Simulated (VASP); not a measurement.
# SiC (Fm-3m) in VASP: single point with PBE0

Aim: the single point of SiC with PBE0.

Program: VASP 6.6.1. These are calculated values, not measurements. Logs are shortened: lines on timing, memory, paths and dates and some standing lists are left out, and cuts for length are marked.

## Step 1: The cell of the first run

It takes space group Fm-3m (No. 225, cubic). Conventional cell: a = 3.654 Å, b = 3.654 Å, c = 3.654 Å, α = 90.00°, β = 90.00°, γ = 90.00°. Si (site symmetry m-3m) has 6 C at 1.83 Å within 2.4 Å. C (site symmetry m-3m) has 6 Si at 1.83 Å within 2.4 Å.

## Step 2: Single point, PBE0 (6.10 Å³/atom)

POSCAR reads:

```
SiC
1.0
    0.0000000000      1.8270984227      1.8270984227
    1.8270984227      0.0000000000      1.8270984227
    1.8270984227      1.8270984227      0.0000000000
Si C
1 1
Direct
    0.0000000000      0.0000000000      0.0000000000
    0.5000000000      0.5000000000      0.5000000000
```

INCAR.step1 reads:

```
ALGO = Normal
EDIFF = 1E-5
ENCUT = 520
GGA = PE
GGA_COMPAT = F
ISIF = 2
ISMEAR = 0
LASPH = T
LREAL = F
LWAVE = T
NBANDS = 11
NELM = 120
PREC = Accurate
SIGMA = 0.05
```

INCAR.step2 reads:

```
AEXX = 0.25
ALGO = Normal
EDIFF = 1E-6
ENCUT = 520
GGA = PE
GGA_COMPAT = F
ISIF = 2
ISMEAR = 0
ISTART = 1
LASPH = T
LCHARG = T
LELF = T
LHFCALC = T
LREAL = F
LVHAR = T
LWAVE = F
NBANDS = 11
NELM = 120
PREC = Accurate
PRECFOCK = Normal
SIGMA = 0.05
```

KPOINTS reads:

```
k-points
0
Gamma
  10 10 10
```

Potentials or basis: VASP PAW PBE potentials, release 64 (Si, C).

Started as:

```sh
cat potpaw_PBE.64/Si/POTCAR potpaw_PBE.64/C/POTCAR > POTCAR
cp INCAR.step1 INCAR
mpirun -np 1 vasp_std > vasp.out
cp INCAR.step2 INCAR
mpirun -np 1 vasp_std > vasp.out
```

OUTCAR:

```text
AEXX = 0.25
   EDIFF = 1E-6
   ENCUT = 520
   GGA = PE
   ISIF = 2
   ISMEAR = 0
   ISTART = 1
   LASPH = T
   LHFCALC = T
   LREAL = F
   NELM = 120
   PREC = Accurate
   PRECFOCK = Normal

 ion  position               nearest neighbor table
   1  0.000  0.000  0.000-   2 1.83   2 1.83   2 1.83   2 1.83   2 1.83   2 1.83
   2  0.500  0.500  0.500-   1 1.83   1 1.83   1 1.83   1 1.83   1 1.83   1 1.83

  LATTYP: Found a face centered cubic cell.
 ALAT       =     3.6541968454

  Lattice vectors:

 A1 = (   0.0000000000,   1.8270984227,   1.8270984227)
 A2 = (   1.8270984227,   0.0000000000,   1.8270984227)
 A3 = (   1.8270984227,   1.8270984227,   0.0000000000)

Analysis of symmetry for initial positions (statically):
=====================================================================
 Subroutine PRICEL returns:
 Original cell was already a primitive cell.

 Routine SETGRP: Setting up the symmetry group for a
 face centered cubic supercell.

 Subroutine GETGRP returns: Found 48 space group operations
 (whereof 48 operations were pure point group operations)
 out of a pool of 48 trial point group operations.

The static configuration has the point symmetry O_h .

Analysis of symmetry for dynamics (positions and initial velocities):
=====================================================================
 Subroutine PRICEL returns:
 Original cell was already a primitive cell.

 Routine SETGRP: Setting up the symmetry group for a
 face centered cubic supercell.

 Subroutine GETGRP returns: Found 48 space group operations
 (whereof 48 operations were pure point group operations)
 out of a pool of 48 trial point group operations.

The dynamic configuration has the point symmetry O_h .

 Subroutine INISYM returns: Found 48 space group operations
 (whereof 48 operations are pure point group operations),
 and found     1 'primitive' translations

----------------------------------------------------------------------------------------

                                     Primitive cell

  volume of cell :      12.1988

  direct lattice vectors                    reciprocal lattice vectors
     0.000000000  1.827098423  1.827098423    -0.273657945  0.273657945  0.273657945
     1.827098423  0.000000000  1.827098423     0.273657945 -0.273657945  0.273657945
     1.827098423  1.827098423  0.000000000     0.273657945  0.273657945 -0.273657945

  length of vectors
     2.583907369  2.583907369  2.583907369     0.473989465  0.473989465  0.473989465

[... 97 lines left out ...]
   IALGO  =     38    algorithm
   IMIX   =      1    mixing-type and parameters
     AMIX     =   0.40;   BMIX     =  1.00
     AMIX_MAG =   1.60;   BMIX_MAG =  1.00
  volume/ion in A,a.u.               =       6.10        41.16
  Fermi-wavevector in a.u.,A,eV,Ry     =   1.422327  2.687809 27.524790  2.023015
  Thomas-Fermi vector in A             =   2.543043
   LORBIT       =      0    0 simple, 1 ext, 2 COOP (PROOUT), +10 PAW based schemes
   GGA     = PE    functional components
   LHFCALC =     T    Hartree Fock is set to
   PRECFOCK=normal    Normal, Fast or Accurate (Low or Medium for compatibility)
   ENCUT4O =  -1.0   cutoff for four orbital integrals eV
   NKREDX  =     1    reduce k-point grid by
   NKREDY  =     1    reduce k-point grid by
   NKREDZ  =     1    reduce k-point grid by
   AEXX    =    0.2500 exact exchange contribution
   HFSCREEN=    0.0000 screening length (either q_TF or 0.3 A-1)
   HFSCREENC=   0.0000 screening length for correlation (either q_TF or 0.3 A-1)
   ENCUTFOCK=  -1.0 apply spherical cutoff to Coloumb kernel
   IVDW    =     0    specifies the selected vdW correction
   LEPSILON=     F    determine dielectric tensor
   LRPA    =     F    only Hartree local field effects (RPA)
 non-spin polarized calculation
 Gauss-broadening in eV      SIGMA  =   0.05
  energy-cutoff  :      520.00
  volume of cell :       12.20
 maximum number of plane-waves:       342
  NGX = 16; NGY = 16; NGZ = 16

 number of electron       8.0000002 magnetization

 Free energy of the ion-electron system (eV)
  ---------------------------------------------------
  ext. energy  EPLUGINS =         0.00000000
  ---------------------------------------------------
  free energy    TOTEN  =       -15.51479997 eV

  energy without entropy =      -15.51479997  energy(sigma->0) =      -15.51479997

 E-fermi :  17.1927     XC(G=0): -11.0661

 val. band max:       16.8099883821   @ k =   0.0000   0.0000   0.0000
 cond. band min:      19.3365078762   @ k =   0.5000   0.5000   0.0000
 fundamental gap:      2.5265194941
 Fermi energy:        17.1927448392

 k-point     1 :       0.0000    0.0000    0.0000
  band No.  band energies     occupation
      1      -7.7266      2.00000
      2      16.8100      2.00000
      3      16.8100      2.00000
      4      16.8100      2.00000
      5      27.8181      0.00000
      6      27.8181      0.00000
      7      27.8181      0.00000
      8      33.2243      0.00000
      9      34.7045      0.00000
     10      34.7045      0.00000
     11      35.1633      0.00000
[... 309 lines left out ...]
 k-point    24 :       0.4000    0.3000    0.0000
  band No.  band energies     occupation
      1      -2.3965      2.00000
      2       8.1456      2.00000
      3      10.4229      2.00000
      4      11.6137      2.00000
      5      21.0107      0.00000
      6      22.5432      0.00000
      7      35.0795      0.00000
      8      36.1455      0.00000
      9      38.9004      0.00000
     10      41.6348      0.00000
     11      43.3344      0.00000

 [... further k-points ...]

------------------------ aborting loop because EDIFF is reached ----------------------------------------

  FORCE on cell =-STRESS in cart. coord.  units (eV):
  Direction    XX          YY          ZZ          XY          YZ          ZX
  --------------------------------------------------------------------------------------
  -------------------------------------------------------------------------------------
  Total       10.8626198     10.8626198     10.8626198      0.0000000     -0.0000000      0.0000000
  in kB     1426.6890834   1426.6890834   1426.6890834      0.0000000     -0.0000000      0.0000000
  external PRESSURE =    1426.6890834 kB  Pullay stress =       0.0000000 kB

 VOLUME and BASIS-vectors are now :
 -----------------------------------------------------------------------------
  energy-cutoff  :      520.00
  volume of cell :       12.20
      direct lattice vectors                 reciprocal lattice vectors
     0.000000000  1.827098423  1.827098423    -0.273657945  0.273657945  0.273657945
     1.827098423  0.000000000  1.827098423     0.273657945 -0.273657945  0.273657945
     1.827098423  1.827098423  0.000000000     0.273657945  0.273657945 -0.273657945

 POSITION                                       TOTAL-FORCE (eV/Angst)
 -----------------------------------------------------------------------------------
      0.00000      0.00000      0.00000         0.000000     -0.000000      0.000000
      1.82710      1.82710      1.82710        -0.000000      0.000000     -0.000000
 -----------------------------------------------------------------------------------
    total drift:                               -0.000000     -0.000000     -0.000000

  FREE ENERGIE OF THE ION-ELECTRON SYSTEM (eV)
  ---------------------------------------------------
  free  energy   TOTEN  =       -15.5147999737 eV

  energy  without entropy=      -15.5147999737  energy(sigma->0) =      -15.51479997
```

OUTCAR.step1:

```text
EDIFF = 1E-5
   ENCUT = 520
   GGA = PE
   ISIF = 2
   ISMEAR = 0
[... 557 lines left out ...]
 -----------------------------------------------------------------------------------
      0.00000      0.00000      0.00000         0.000000      0.000000      0.000000
      1.82710      1.82710      1.82710        -0.000000     -0.000000      0.000000
 -----------------------------------------------------------------------------------
    total drift:                                0.000000      0.000000      0.000000

  FREE ENERGIE OF THE ION-ELECTRON SYSTEM (eV)
  ---------------------------------------------------
  free  energy   TOTEN  =       -11.9530308879 eV

  energy  without entropy=      -11.9530308879  energy(sigma->0) =      -11.95303089
```

OSZICAR.step1:

```text
N       E                     dE             d eps       ncg     rms          rms(c)
DAV:   1     0.270447982294E+01    0.27045E+01   -0.44327E+03  1152   0.645E+02
DAV:   2    -0.136030430136E+02   -0.16308E+02   -0.15510E+02  1325   0.112E+02
DAV:   3    -0.139230543787E+02   -0.32001E+00   -0.31957E+00  1233   0.111E+01
DAV:   4    -0.139234691007E+02   -0.41472E-03   -0.41471E-03  1152   0.503E-01
DAV:   5    -0.139234696454E+02   -0.54467E-06   -0.54465E-06  1234   0.174E-02    0.126E+01
DAV:   6    -0.120961074137E+02    0.18274E+01   -0.42304E+00  1106   0.111E+01    0.629E+00
DAV:   7    -0.119565030163E+02    0.13960E+00   -0.71711E-01  1171   0.500E+00    0.199E+00
DAV:   8    -0.119532321043E+02    0.32709E-02   -0.78014E-03  1117   0.664E-01    0.547E-01
DAV:   9    -0.119530254286E+02    0.20668E-03   -0.49586E-04  1221   0.203E-01    0.178E-01
DAV:  10    -0.119530308879E+02   -0.54593E-05   -0.59348E-06   848   0.212E-02
   1 F= -.11953031E+02 E0= -.11953031E+02  d E =-.281693E-26
```

Run time: 57 min. Hardware: 1 thread of Intel Xeon 8259CL, shared host; peak memory 0.15 GiB.

What came out:

```
Free energy            : -15.5148 eV
Pressure               : 142.7 GPa
Band gap on the k mesh : 2.53 eV (least direct gap 8.68 eV)
```

Caveat: the cell stands under pressure; the PAW data sets were made with another functional, which shifts forces and pressure a little.
